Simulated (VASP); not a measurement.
# Ca3Zr3N2 (P4/mmm) in VASP: notebook

Runs on Ca3Zr3N2. Level: PBE. Tasks: single point, relaxation of cell and atoms.

Everything below comes from runs of VASP 6.6.1. Logs are shortened: lines on timing, memory, paths and dates and some standing lists are left out, and cuts for length are marked.

### Step 1. The cell of the first run

It takes space group P4/mmm (No. 123, tetragonal). The conventional cell has a = 3.278 Å, b = 3.278 Å, c = 15.938 Å, α = 90.00°, β = 90.00°, γ = 90.00°. Within 3.3 Å of Ca (site symmetry 4mm) lie 1 N at 2.45 Å and 4 Ca at 3.28 Å. Ca (site symmetry 4/mmm) has 12 Ca at 3.28 to 3.95 Å within 4.3 Å. Within 3.3 Å of Zr (site symmetry 4/mmm) lie 2 N at 2.32 Å and 12 Zr at 3.21 to 3.28 Å. Zr (site symmetry 4mm) has 4 N at 2.32 Å and 8 Zr at 3.21 to 3.28 Å within 3.3 Å. Within 3.1 Å of N (site symmetry 4mm) lie 5 Zr at 2.32 Å and 1 Ca at 2.45 Å.

### Step 2. Single point, PBE

The input, INCAR:

```
ALGO = Normal
EDIFF = 1E-6
ENCUT = 600
GGA = PE
GGA_COMPAT = False
ISIF = 2
ISMEAR = 0
LASPH = True
LCHARG = False
LREAL = False
LWAVE = False
NBANDS = 48
NELM = 120
PREC = Accurate
SIGMA = 0.2
```

The input, KPOINTS:

```
k-points
0
Gamma
  5 5 2
```

The input, POSCAR:

```
Ca3Zr3N2
1.0
    3.2776373579      0.0000000000      0.0000000000
    0.0000000000      3.2776373579      0.0000000000
    0.0000000000      0.0000000000     15.9383478413
Ca Zr N
3 3 2
Direct
    0.0000000000      0.0000000000      0.7005366341
    0.0000000000      0.0000000000      0.2994633659
    0.5000000000      0.5000000000      0.5000000000
    0.0000000000      0.0000000000      0.0000000000
    0.5000000000      0.5000000000      0.8611044800
    0.5000000000      0.5000000000      0.1388955200
    0.0000000000      0.0000000000      0.1454401173
    0.0000000000      0.0000000000      0.8545598827
```

Potentials or basis: VASP PAW PBE potentials, release 64 (Ca_sv, Zr_sv, N).

The run is started by

```console
$ cat potpaw_PBE.64/Ca_sv/POTCAR potpaw_PBE.64/Zr_sv/POTCAR potpaw_PBE.64/N/POTCAR > POTCAR
$ mpirun -np 1 vasp_std > vasp.out
```

OUTCAR:

```text
EDIFF = 1E-6
   ENCUT = 600
   GGA = PE
   ISIF = 2
   ISMEAR = 0
   LASPH = True
   LREAL = False
   NELM = 120
   PREC = Accurate

 ion  position               nearest neighbor table
   1  0.000  0.000  0.701-   8 2.45   5 3.45   5 3.45   5 3.45   5 3.45
   2  0.000  0.000  0.299-   7 2.45   6 3.45   6 3.45   6 3.45   6 3.45
   3  0.500  0.500  0.500-
   4  0.000  0.000  0.000-   7 2.32   8 2.32   5 3.21   6 3.21   5 3.21   6 3.21   5 3.21   6 3.21
                             5 3.21   6 3.21
   5  0.500  0.500  0.861-   8 2.32   8 2.32   8 2.32   8 2.32   4 3.21   4 3.21   4 3.21   4 3.21
                             1 3.45   1 3.45   1 3.45   1 3.45
   6  0.500  0.500  0.139-   7 2.32   7 2.32   7 2.32   7 2.32   4 3.21   4 3.21   4 3.21   4 3.21
                             2 3.45   2 3.45   2 3.45   2 3.45
   7  0.000  0.000  0.145-   4 2.32   6 2.32   6 2.32   6 2.32   6 2.32   2 2.45
   8  0.000  0.000  0.855-   4 2.32   5 2.32   5 2.32   5 2.32   5 2.32   1 2.45

  LATTYP: Found a simple tetragonal cell.
 ALAT       =     3.2776373579
 C/A-ratio  =     4.8627551193

  Lattice vectors:

 A1 = (   3.2776373579,   0.0000000000,   0.0000000000)
 A2 = (   0.0000000000,   3.2776373579,   0.0000000000)
 A3 = (   0.0000000000,   0.0000000000,  15.9383478413)

Analysis of symmetry for initial positions (statically):
=====================================================================
 Subroutine PRICEL returns:
 Original cell was already a primitive cell.

 Routine SETGRP: Setting up the symmetry group for a
 simple tetragonal supercell.

 Subroutine GETGRP returns: Found 16 space group operations
 (whereof 16 operations were pure point group operations)
 out of a pool of 16 trial point group operations.

The static configuration has the point symmetry D_4h.

Analysis of symmetry for dynamics (positions and initial velocities):
=====================================================================
 Subroutine PRICEL returns:
 Original cell was already a primitive cell.

 Routine SETGRP: Setting up the symmetry group for a
 simple tetragonal supercell.

 Subroutine GETGRP returns: Found 16 space group operations
 (whereof 16 operations were pure point group operations)
 out of a pool of 16 trial point group operations.

The dynamic configuration has the point symmetry D_4h.

 Subroutine INISYM returns: Found 16 space group operations
[... 100 lines left out ...]
   IBRION =     -1    ionic relax: 0-MD 1-quasi-New 2-CG
   NFREE  =      0    steps in history (QN), initial steepest desc. (CG)
   ISIF   =      2    stress and relaxation
   ISYM   =      2    0-nonsym 1-usesym 2-fastsym
   POTIM  = 0.5000    time-step for ionic-motion
   TEBEG  =    0.0;   TEEND  =   0.0 temperature during run
   PSTRESS=    0.0 pullay stress
   NELECT =      76.0000    total number of electrons
   NUPDOWN=      -1.0000    fix difference up-down
   EMIN   =  10.00;   EMAX   =-10.00  energy-range for DOS
   EFERMI =   0.00;   METHOD = LEGACY
   ISMEAR =     0;   SIGMA  =   0.20  broadening in eV -4-tet -1-fermi 0-gaus
   EFERMI_NEDOS =   21; number of points for ismear=-14 and -15
   IALGO  =     38    algorithm
   IMIX   =      4    mixing-type and parameters
     AMIX     =   0.40;   BMIX     =  1.00
     AMIX_MAG =   1.60;   BMIX_MAG =  1.00
  volume/ion in A,a.u.               =      21.40       144.43
  Fermi-wavevector in a.u.,A,eV,Ry     =   1.248795  2.359880 21.218120  1.559488
  Thomas-Fermi vector in A             =   2.382865
   LORBIT       =      0    0 simple, 1 ext, 2 COOP (PROOUT), +10 PAW based schemes
   GGA     = PE    functional components
   LHFCALC =     F    Hartree Fock is set to
   AEXX    =    0.0000 exact exchange contribution
   IVDW    =     0    specifies the selected vdW correction
   LEPSILON=     F    determine dielectric tensor
   LRPA    =     F    only Hartree local field effects (RPA)
 non-spin polarized calculation
 Gauss-broadening in eV      SIGMA  =   0.20
  energy-cutoff  :      600.00
  volume of cell :      171.22
 maximum number of plane-waves:      5776
 NGX is ok and might be reduce to    28
   NGX = 13   NGY = 13   NGZ = 63

 number of electron      76.0000003 magnetization

 Free energy of the ion-electron system (eV)
  ---------------------------------------------------
  ext. energy  EPLUGINS =         0.00000000
  ---------------------------------------------------
  free energy    TOTEN  =       -53.68474688 eV

  energy without entropy =      -53.58018818  energy(sigma->0) =      -53.63246753

 E-fermi :   5.9771     XC(G=0): -10.0061

 val. band max:        5.9220705198   @ k =   0.0000   0.0000   0.0000
 cond. band min:       5.9829960885   @ k =   0.2000   0.2000   0.0000
 fundamental gap:      0.0609255687
 Fermi energy:         5.9770732641

 k-point     1 :       0.0000    0.0000    0.0000
  band No.  band energies     occupation
      1     -42.9368      2.00000
      2     -42.9264      2.00000
      3     -42.4753      2.00000
      4     -35.6299      2.00000
      5     -35.0054      2.00000
      6     -35.0053      2.00000
[... 601 lines left out ...]
     47       9.3148      0.00000
     48       9.3710      0.00000

------------------------ aborting loop because EDIFF is reached ----------------------------------------

  FORCE on cell =-STRESS in cart. coord.  units (eV):
  Direction    XX          YY          ZZ          XY          YZ          ZX
  --------------------------------------------------------------------------------------
  -------------------------------------------------------------------------------------
  Total        0.7774714      0.7774714      0.9228743      0.0000000      0.0000000     -0.0000000
  in kB        7.2749484      7.2749484      8.6355107      0.0000000      0.0000000     -0.0000000
  external PRESSURE =       7.7284692 kB  Pullay stress =       0.0000000 kB

 VOLUME and BASIS-vectors are now :
 -----------------------------------------------------------------------------
  energy-cutoff  :      600.00
  volume of cell :      171.22
      direct lattice vectors                 reciprocal lattice vectors
     3.277637358  0.000000000  0.000000000     0.305097816  0.000000000  0.000000000
     0.000000000  3.277637358  0.000000000     0.000000000  0.305097816  0.000000000
     0.000000000  0.000000000 15.938347841     0.000000000  0.000000000  0.062741760

 POSITION                                       TOTAL-FORCE (eV/Angst)
 -----------------------------------------------------------------------------------
      0.00000      0.00000     11.16540         0.000000     -0.000000     -0.062219
      0.00000      0.00000      4.77295        -0.000000     -0.000000      0.062219
      1.63882      1.63882      7.96917         0.000000     -0.000000      0.000000
      0.00000      0.00000      0.00000         0.000000     -0.000000      0.000000
      1.63882      1.63882     13.72458         0.000000      0.000000      0.030507
      1.63882      1.63882      2.21377         0.000000      0.000000     -0.030507
      0.00000      0.00000      2.31808        -0.000000     -0.000000     -0.032739
      0.00000      0.00000     13.62027         0.000000     -0.000000      0.032739
 -----------------------------------------------------------------------------------
    total drift:                                0.000000      0.000000     -0.000000

  FREE ENERGIE OF THE ION-ELECTRON SYSTEM (eV)
  ---------------------------------------------------
  free  energy   TOTEN  =       -53.6847468765 eV

  energy  without entropy=      -53.5801881828  energy(sigma->0) =      -53.63246753
```

OSZICAR:

```text
N       E                     dE             d eps       ncg     rms          rms(c)
DAV:   1     0.927726447739E+03    0.92773E+03   -0.41639E+04  1152   0.174E+03
DAV:   2     0.252553589266E+02   -0.90247E+03   -0.88069E+03  1288   0.498E+02
DAV:   3    -0.554056182310E+02   -0.80661E+02   -0.78935E+02  1784   0.124E+02
DAV:   4    -0.615927484571E+02   -0.61871E+01   -0.61415E+01  1784   0.297E+01
DAV:   5    -0.620019811258E+02   -0.40923E+00   -0.40895E+00  1680   0.648E+00    0.290E+01
DAV:   6    -0.565030411988E+02    0.54989E+01   -0.78990E+01  1528   0.258E+01    0.130E+01
DAV:   7    -0.633601855925E+02   -0.68571E+01   -0.13246E+02  1552   0.201E+01    0.139E+01
DAV:   8    -0.546597677402E+02    0.87004E+01   -0.32835E+01  1456   0.128E+01    0.689E+00
DAV:   9    -0.538031961937E+02    0.85657E+00   -0.56594E+00  1520   0.645E+00    0.319E+00
DAV:  10    -0.536832349837E+02    0.11996E+00   -0.13825E+00  1648   0.415E+00    0.105E+00
DAV:  11    -0.536841283763E+02   -0.89339E-03   -0.12015E-01  1520   0.122E+00    0.697E-01
DAV:  12    -0.536847684690E+02   -0.64009E-03   -0.16534E-02  1600   0.640E-01    0.209E-01
DAV:  13    -0.536847303438E+02    0.38125E-04   -0.25392E-03  1600   0.226E-01    0.765E-02
DAV:  14    -0.536847437928E+02   -0.13449E-04   -0.25342E-04  1680   0.677E-02    0.196E-02
DAV:  15    -0.536847489910E+02   -0.51982E-05   -0.44381E-05  1536   0.316E-02    0.876E-03
DAV:  16    -0.536847476967E+02    0.12943E-05   -0.29016E-06  1176   0.768E-03    0.429E-03
DAV:  17    -0.536847468765E+02    0.82017E-06   -0.74908E-07   864   0.443E-03
   1 F= -.53684747E+02 E0= -.53632468E+02  d E =-.104559E+00
```

stdout:

```text
POSCAR found type information on POSCAR CaZrN
 POSCAR found :  3 types and       8 ions
 scaLAPACK will be used
 LDA part: xc-table for (Slater+PW92), standard interpolation
 POSCAR, INCAR and KPOINTS ok, starting setup
 FFT: planning ... GRIDC
 FFT: planning ... GRID_SOFT
 FFT: planning ... GRID
 WAVECAR not read
 entering main loop
```

Wall time 3.5 min (1 thread of Oxide Virtual Turin-like, shared host); peak memory 0.33 GiB.

What came out:

```yaml
Free_energy: -53.6847 eV
Pressure: 0.8 GPa
Largest_force: 0.062 eV/Å
Band_gap_on_the_k_mesh: zero (bands 38 and 39 overlap by 0.56 eV)
```

Forces on the atoms (eV/Å):
```
Ca   0.000  0.000 -0.062
Ca   0.000  0.000  0.062
Ca   0.000  0.000  0.000
Zr   0.000  0.000  0.000
Zr   0.000  0.000  0.031
Zr   0.000  0.000 -0.031
N    0.000  0.000 -0.033
N    0.000  0.000  0.033
```

Caveat: the k points lie up to 0.38 Å⁻¹ apart, too coarse for converged energies and pressures of a metal.

### Step 3. Single point, PBE

This run uses another cell than the first one, of 21.52 Å³/atom.

The input, INCAR:

```
ALGO = Normal ; EDIFF = 1E-6
ENCUT = 600 ; GGA = PE
GGA_COMPAT = False ; ISIF = 2
ISMEAR = 0 ; LASPH = True
LCHARG = False ; LREAL = False
LWAVE = False ; NBANDS = 48
NELM = 120 ; PREC = Accurate
SIGMA = 0.2
```

The input, KPOINTS:

```
k-points
0
Gamma
  6 6 2
```

The input, POSCAR:

```
Ca3Zr3N2
1.0
    3.2939448866      0.0000000000      0.0000000000
    0.0000000000      3.2939448866      0.0000000000
    0.0000000000      0.0000000000     15.8708270221
Ca Zr N
3 3 2
Direct
    0.0000000000      0.0000000000      0.6988909285
    0.0000000000      0.0000000000      0.3011090715
    0.5000000000      0.5000000000      0.5000000000
    0.0000000000      0.0000000000      0.0000000000
    0.5000000000      0.5000000000      0.8603707387
    0.5000000000      0.5000000000      0.1396292613
    0.0000000000      0.0000000000      0.1457370666
    0.0000000000      0.0000000000      0.8542629334
```

Potentials or basis: VASP PAW PBE potentials, release 64 (Ca_sv, Zr_sv, N).

The run is started by

```console
$ cat potpaw_PBE.64/Ca_sv/POTCAR potpaw_PBE.64/Zr_sv/POTCAR potpaw_PBE.64/N/POTCAR > POTCAR
$ mpirun -np 1 vasp_std > vasp.out
```

OUTCAR:

```text
EDIFF = 1E-6
   ENCUT = 600
   GGA = PE
   ISIF = 2
   ISMEAR = 0
   LASPH = True
   LREAL = False
   NELM = 120
   PREC = Accurate

 ion  position               nearest neighbor table
   1  0.000  0.000  0.699-   8 2.47   5 3.46   5 3.46   5 3.46   5 3.46
   2  0.000  0.000  0.301-   7 2.47   6 3.46   6 3.46   6 3.46   6 3.46
   3  0.500  0.500  0.500-
   4  0.000  0.000  0.000-   7 2.31   8 2.31   5 3.21   6 3.21   5 3.21   6 3.21   5 3.21   6 3.21
                             5 3.21   6 3.21
   5  0.500  0.500  0.860-   8 2.33   8 2.33   8 2.33   8 2.33   4 3.21   4 3.21   4 3.21   4 3.21
                             1 3.46   1 3.46   1 3.46   1 3.46
   6  0.500  0.500  0.140-   7 2.33   7 2.33   7 2.33   7 2.33   4 3.21   4 3.21   4 3.21   4 3.21
                             2 3.46   2 3.46   2 3.46   2 3.46
   7  0.000  0.000  0.146-   4 2.31   6 2.33   6 2.33   6 2.33   6 2.33   2 2.47
   8  0.000  0.000  0.854-   4 2.31   5 2.33   5 2.33   5 2.33   5 2.33   1 2.47

  LATTYP: Found a simple tetragonal cell.
 ALAT       =     3.2939448866
 C/A-ratio  =     4.8181823220

  Lattice vectors:

 A1 = (   3.2939448866,   0.0000000000,   0.0000000000)
 A2 = (   0.0000000000,   3.2939448866,   0.0000000000)
 A3 = (   0.0000000000,   0.0000000000,  15.8708270221)

Analysis of symmetry for initial positions (statically):
=====================================================================
 Subroutine PRICEL returns:
 Original cell was already a primitive cell.

 Routine SETGRP: Setting up the symmetry group for a
 simple tetragonal supercell.

 Subroutine GETGRP returns: Found 16 space group operations
 (whereof 16 operations were pure point group operations)
 out of a pool of 16 trial point group operations.

The static configuration has the point symmetry D_4h.

Analysis of symmetry for dynamics (positions and initial velocities):
=====================================================================
 Subroutine PRICEL returns:
[... 140 lines left out ...]
   LORBIT       =      0    0 simple, 1 ext, 2 COOP (PROOUT), +10 PAW based schemes
   GGA     = PE    functional components
   LHFCALC =     F    Hartree Fock is set to
   AEXX    =    0.0000 exact exchange contribution
   IVDW    =     0    specifies the selected vdW correction
   LEPSILON=     F    determine dielectric tensor
   LRPA    =     F    only Hartree local field effects (RPA)
 non-spin polarized calculation
 Gauss-broadening in eV      SIGMA  =   0.20
  energy-cutoff  :      600.00
  volume of cell :      172.20
 maximum number of plane-waves:      5808
 NGX is ok and might be reduce to    28
   NGX = 13   NGY = 13   NGZ = 63

 number of electron      76.0000000 magnetization

 Free energy of the ion-electron system (eV)
  ---------------------------------------------------
  ext. energy  EPLUGINS =         0.00000000
  ---------------------------------------------------
  free energy    TOTEN  =       -53.58998836 eV

  energy without entropy =      -53.44362141  energy(sigma->0) =      -53.51680488

 E-fermi :   5.8820     XC(G=0):  -9.9888

 val. band max:        5.8587975483   @ k =   0.3333   0.3333   0.5000
 cond. band min:       5.9133257648   @ k =   0.5000   0.1667   0.5000
 fundamental gap:      0.0545282165
 Fermi energy:         5.8819926335

 k-point     1 :       0.0000    0.0000    0.0000
  band No.  band energies     occupation
      1     -43.0187      2.00000
      2     -43.0083      2.00000
      3     -42.5925      2.00000
      4     -35.6096      2.00000
      5     -35.0649      2.00000
      6     -35.0648      2.00000
[... 1009 lines left out ...]
     47       9.3788      0.00000
     48       9.7310      0.00000

------------------------ aborting loop because EDIFF is reached ----------------------------------------

  FORCE on cell =-STRESS in cart. coord.  units (eV):
  Direction    XX          YY          ZZ          XY          YZ          ZX
  --------------------------------------------------------------------------------------
  -------------------------------------------------------------------------------------
  Total        0.1359898      0.1359898      0.0983982      0.0000000      0.0000000     -0.0000000
  in kB        1.2652744      1.2652744      0.9155151      0.0000000      0.0000000     -0.0000000
  external PRESSURE =       1.1486879 kB  Pullay stress =       0.0000000 kB

 VOLUME and BASIS-vectors are now :
 -----------------------------------------------------------------------------
  energy-cutoff  :      600.00
  volume of cell :      172.20
      direct lattice vectors                 reciprocal lattice vectors
     3.293944887  0.000000000  0.000000000     0.303587350  0.000000000  0.000000000
     0.000000000  3.293944887  0.000000000     0.000000000  0.303587350  0.000000000
     0.000000000  0.000000000 15.870827022     0.000000000  0.000000000  0.063008689

 POSITION                                       TOTAL-FORCE (eV/Angst)
 -----------------------------------------------------------------------------------
      0.00000      0.00000     11.09198         0.000000      0.000000     -0.024189
      0.00000      0.00000      4.77885        -0.000000     -0.000000      0.024189
      1.64697      1.64697      7.93541        -0.000000      0.000000      0.000000
      0.00000      0.00000      0.00000        -0.000000      0.000000      0.000000
      1.64697      1.64697     13.65480        -0.000000      0.000000     -0.015689
      1.64697      1.64697      2.21603        -0.000000     -0.000000      0.015689
      0.00000      0.00000      2.31297         0.000000     -0.000000     -0.010616
      0.00000      0.00000     13.55786        -0.000000     -0.000000      0.010616
 -----------------------------------------------------------------------------------
    total drift:                                0.000000      0.000000      0.000000

  FREE ENERGIE OF THE ION-ELECTRON SYSTEM (eV)
  ---------------------------------------------------
  free  energy   TOTEN  =       -53.5899883566 eV

  energy  without entropy=      -53.4436214063  energy(sigma->0) =      -53.51680488
```

OSZICAR:

```text
N       E                     dE             d eps       ncg     rms          rms(c)
DAV:   1     0.922265496159E+03    0.92227E+03   -0.41684E+04  1920   0.174E+03
DAV:   2     0.252946105960E+02   -0.89697E+03   -0.87517E+03  2152   0.497E+02
DAV:   3    -0.554012463573E+02   -0.80696E+02   -0.78833E+02  2968   0.125E+02
DAV:   4    -0.615174515664E+02   -0.61162E+01   -0.60663E+01  2984   0.299E+01
DAV:   5    -0.619445049794E+02   -0.42705E+00   -0.42665E+00  2792   0.642E+00    0.284E+01
DAV:   6    -0.561177265905E+02    0.58268E+01   -0.75215E+01  2496   0.253E+01    0.127E+01
DAV:   7    -0.626608467387E+02   -0.65431E+01   -0.11743E+02  2552   0.187E+01    0.134E+01
DAV:   8    -0.544443200163E+02    0.82165E+01   -0.33296E+01  2392   0.124E+01    0.671E+00
DAV:   9    -0.536556309057E+02    0.78869E+00   -0.58820E+00  2432   0.627E+00    0.295E+00
DAV:  10    -0.535973995225E+02    0.58231E-01   -0.12766E+00  2752   0.363E+00    0.113E+00
DAV:  11    -0.535912739017E+02    0.61256E-02   -0.14883E-01  2504   0.122E+00    0.684E-01
DAV:  12    -0.535928953180E+02   -0.16214E-02   -0.41186E-02  2552   0.778E-01    0.308E-01
DAV:  13    -0.535902508827E+02    0.26444E-02   -0.10721E-02  2496   0.390E-01    0.945E-02
DAV:  14    -0.535899787809E+02    0.27210E-03   -0.12539E-03  2504   0.120E-01    0.334E-02
DAV:  15    -0.535899880126E+02   -0.92317E-05   -0.17850E-04  2704   0.429E-02    0.179E-02
DAV:  16    -0.535899902185E+02   -0.22059E-05   -0.44024E-05  2448   0.261E-02    0.897E-03
DAV:  17    -0.535899891216E+02    0.10969E-05   -0.66720E-06  1896   0.897E-03    0.404E-03
DAV:  18    -0.535899883566E+02    0.76505E-06   -0.53616E-07  1392   0.342E-03
   1 F= -.53589988E+02 E0= -.53516805E+02  d E =-.146367E+00
```

Run time: 4.7 min. Hardware: 1 thread of Oxide Virtual Turin-like, shared host; peak memory 0.38 GiB.

What came out:

- Free energy: -53.5900 eV
- Pressure: 0.1 GPa
- Largest force: 0.024 eV/Å
- Band gap on the k mesh: zero (bands 38 and 39 overlap by 0.62 eV)

Forces on the atoms (eV/Å):
```
Ca   0.000  0.000 -0.024
Ca   0.000  0.000  0.024
Ca   0.000  0.000  0.000
Zr   0.000  0.000  0.000
Zr   0.000  0.000 -0.016
Zr   0.000  0.000  0.016
N    0.000  0.000 -0.011
N    0.000  0.000  0.011
```

(Part 1 of 2 ends here.)

The gap in the log of VASP goes by the Fermi energy; the results here count the filled bands.